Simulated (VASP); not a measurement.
Set up this calculation in VASP 6.6.1, as the native input.

```yaml
Task: single point
Functional: PBE
Potentials_or_basis: VASP PAW PBE potentials, release 64 (Mg, O)
Cutoff: 520 eV
k_mesh: 8 × 8 × 8
Occupations: gaussian, width 0.01 eV
Spin: no spin polarisation
Dipole_correction: no
Further_INCAR_settings: ALGO = Normal; EDIFF = 1e-06; NBANDS = 11
```

The structure of MgO (Periclase) lies in POSCAR:

```
MgO
1.0
    0.0000000000      2.0507035401      2.0507035401
    2.0507035401      0.0000000000      2.0507035401
    2.0507035401      2.0507035401      0.0000000000
Mg O
1 1
Direct
    0.0000000000      0.0000000000      0.0000000000
    0.5000000000      0.5000000000      0.5000000000
```

These files were run (other wordings do the same):

INCAR

```
SYSTEM = MgO
  PREC = Accurate
  ENCUT = 520
  EDIFF = 1E-6
  ISMEAR = 0
  SIGMA = 0.01
  LREAL = .FALSE.
  LASPH = .TRUE.
  NELM = 100
  ALGO = Normal
  ISIF = 2
  LWAVE = .FALSE.
  LCHARG = .FALSE.
  GGA = PE
  NBANDS = 11
```

KPOINTS

```
regular mesh
0
G
  8 8 8
  0 0 0
```

Potentials or basis: VASP PAW PBE potentials, release 64 (Mg, O).

Command:

```console
$ cat potpaw_PBE.64/Mg/POTCAR potpaw_PBE.64/O/POTCAR > POTCAR
$ mpirun -np 1 vasp_std > vasp.out
```

Results of the run:

| Item | Value |
| --- | --- |
| Pressure | 19.7 GPa |
| Band gap on the k mesh | 5.54 eV, direct |

It took 7.6 s on 1 thread of AMD EPYC 7R43 64-Core Processor (Zen 3), with other jobs on the host, peak memory 0.1 GiB.
